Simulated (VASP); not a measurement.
**P: relaxation of cell and atoms with PBE**

The system is P.

```
P
1.0
     3.38167    0.00000    0.00000
    -1.69083    2.92861    0.00000
     0.00000    0.00000    5.18985
P
3
Direct
  0.33333 0.66667 0.00000
  0.00000 0.00000 0.29124
  0.00000 0.00000 0.70876
```

The cell was generated, and may not be a known phase.

```
Program                : VASP 6.6.1
Task                   : relaxation of cell and atoms
Functional             : PBE
Potentials or basis    : VASP PAW PBE potentials, release 64 (P)
Cutoff                 : 600 eV
k mesh                 : 18 × 18 × 10
Occupations            : gaussian, width 0.1 eV
Spin                   : no spin polarisation
Dipole correction      : no
Further INCAR settings : ALGO = Fast; EDIFF = 1e-06; IBRION = 2; EDIFFG = -0.01; NSW = 100; ISIF = 3
```

The relaxed volume is 17.73 Å³/atom, the relaxed cell is a = 3.471 Å, b = 3.471 Å, c = 5.096 Å, α = 90.00°, β = 90.00°, γ = 120.00° and the space group after relaxing (to 0.1 Å) is P-6m2 (No. 187). The energy gained by relaxing is 1.8 meV/atom. The ionic steps are 16, the pressure after relaxing is 0.0 GPa and the band gap on the k mesh is zero (an odd number of electrons rules out a gap without spin polarisation).

The path:
```
step  energy change (eV)  largest force (eV/Å)  pressure (GPa)  volume (Å³)
   1              0.0000                0.0514            0.54        51.40
   2             -0.0010                0.0090           -0.03        51.83
   3             -0.0010                0.0032           -0.10        51.89
   4             -0.0019                0.0141           -0.06        52.02
   5             -0.0035                0.1048            0.18        52.40
   6             -0.0042                0.0721            0.12        52.57
   7             -0.0052                0.0216           -0.05        53.06
   8             -0.0052                0.0409           -0.08        53.18
   9             -0.0052                0.0348           -0.08        53.15
  10             -0.0053                0.0169            0.02        53.21
  11             -0.0053                0.0202            0.00        53.20
  12             -0.0053                0.0213           -0.02        53.20
  13             -0.0052                0.0286           -0.05        53.17
  14             -0.0053                0.0238           -0.01        53.19
  15             -0.0053                0.0233            0.00        53.19
  16             -0.0053                0.0019           -0.02        53.18
```

Final structure:
```
CELL_PARAMETERS angstrom
3.47131 0.00000 0.00000
-1.73565 3.00624 0.00000
0.00000 0.00000 5.09649
ATOMIC_POSITIONS crystal
P 0.33333 0.66667 0.00000
P 0.00000 0.00000 0.29162
P 0.00000 0.00000 0.70838
```

Levels at points of the mesh, in eV from the Fermi level:
```csv
k point,band 4,band 5,band 6,band 7,band 8,band 9,band 10,band 11
"(0.00, 0.00, 0.00)",-2.25,-2.25,-0.40,1.16,1.16,2.10,2.10,2.70
"(0.50, 0.00, 0.00)",-7.23,-4.62,-4.06,-2.76,0.54,0.70,2.00,3.79
"(0.00, 0.00, 0.50)",-3.74,-1.70,-1.70,-0.27,-0.27,1.43,2.47,2.47
"(0.50, 0.00, 0.50)",-6.30,-3.53,-2.53,-1.59,-1.40,1.29,1.32,3.32
```

Wall time 12 min on 1 thread of Oxide Virtual Turin-like Processor, on a shared host, peak memory 0.24 GiB.
